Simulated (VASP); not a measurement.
A run of VASP 6.6.1:

File INCAR:

```
AGGAC = 1.0
AGGAX = 1.0
ALDAC = 0.0
ALDAX = 1.0
ALGO = Normal
EDIFF = 1E-6
ENCUT = 520
GGA = B5
ISIF = 2
ISMEAR = -1
LASPH = T
LCHARG = F
LREAL = F
LWAVE = F
NBANDS = 16
NELM = 80
PREC = Accurate
SIGMA = 0.1
```

File KPOINTS:

```
k-points
0
Gamma
  14 14 4
```

Contents of POSCAR:

```
Si
1.0
    2.9100837408      0.0000000000      0.0000000000
   -1.4550418704      2.5202064467      0.0000000000
    0.0000000000      0.0000000000      9.6967941859
Si
4
Direct
    0.0000000000      0.0000000000      0.0000000000
    0.0000000000      0.0000000000      0.5000000000
    0.3333333333      0.6666666667      0.2500000000
    0.6666666667      0.3333333333      0.7500000000
```

Potentials or basis: VASP PAW PBE potentials, release 64 (Si).

Launch:

```sh
$ cat potpaw_PBE.64/Si/POTCAR > POTCAR
$ mpirun -np 1 vasp_std > vasp.out
```

Hardware: 1 thread of Intel(R) Xeon(R) Platinum 8488C (Sapphire Rapids) (shared host).

**Question.** Estimate the wall time of this run.

**Answer.** Wall time 51 s on 1 thread of Intel(R) Xeon(R) Platinum 8488C (Sapphire Rapids), on a shared host, peak memory 0.21 GiB. Counts: scf iterations 10, k points 72.
